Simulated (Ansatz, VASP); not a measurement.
Two plane-wave programs on MgO

File INCAR:

```
PREC     = Accurate       # precision mode
ENCUT    = 840            # plane-wave cutoff, eV
EDIFF    = 1E-7           # SCF threshold, eV
ISMEAR   = 0              # smearing method
SIGMA    = 0.02           # smearing width, eV
LREAL    = False          # projectors in reciprocal space
LASPH    = True           # aspherical terms in the spheres
NELM     = 120            # most SCF steps
ALGO     = Normal         # electronic algorithm
ISIF     = 3              # what is computed and relaxed
LWAVE    = False          # write WAVECAR
LCHARG   = False          # write CHGCAR
IBRION   = 2              # ionic algorithm
NSW      = 100            # ionic steps
EDIFFG   = -0.002         # ionic threshold
GGA_COMPAT= False        
NELMIN   = 4
```

The input KPOINTS:

```
regular mesh
0
Gamma
  14 14 14
```

File POSCAR:

```
MgO
1.0
    0.0000000000      2.0816499862      2.0816499862
    2.0816499862      0.0000000000      2.0816499862
    2.0816499862      2.0816499862      0.0000000000
Mg O
1 1
Direct
    0.0000000000      0.0000000000      0.0000000000
    0.5000000000      0.5000000000      0.5000000000
```

Input for Ansatz:

```yaml
crystal:
  lattice:
    - [0.0, 2.0816499862, 2.0816499862]
    - [2.0816499862, 0.0, 2.0816499862]
    - [2.0816499862, 2.0816499862, 0.0]
  atoms:
    - { symbol: Mg, position: [0.0, 0.0, 0.0] }
    - { symbol: O, position: [0.5, 0.5, 0.5] }
basis:
  ecutwfc: 420
kpoints:
  mp_grid: { grid: [14, 14, 14] }
hamiltonian:
  xc: lda
  pseudopotentials: { kind: paw, azcp: { folder: soft_1 } }
scf:
  occupations: { method: gaussian, width: 0.02 }
output:
  forces: true
  stress: true
  eigenvalues: true
relax:
  adjacent_minimum: "off"
  f_tol: 0.002
  max_steps: 80
  cell: { stress_tol: 0.02 }
```

Alike in both runs: task relaxation of cell and atoms; functional LDA; k mesh 14 × 14 × 14; occupations gaussian, width 0.02 eV; no spin polarisation.

|  | VASP | Ansatz |
| --- | --- | --- |
| version | VASP 6.6.1 | Ansatz 0.2.0 |
| potentials or method | VASP PAW LDA potentials, release 64 (Mg_sv, O), cutoff 840 eV | scalar-relativistic, plane waves, PAW |
| valence electrons in the cell | 16 | 16 |

```csv
,VASP,Ansatz,Ansatz less VASP
"gap on the k mesh at the Fermi level, each at its own relaxed structure (eV)",5.01,5.03,+0.022
relaxed volume (Å³/atom),9.03,9.00,-0.025
relaxed length of the cell vector where the two differ most in proportion (Å),2.945,2.942,-0.0027
```

Ansatz warns that its potentials were made for another functional, while VASP's fit it. LDA's correlation is that of Perdew and Zunger in VASP and of Perdew and Wang (1992) in Ansatz.
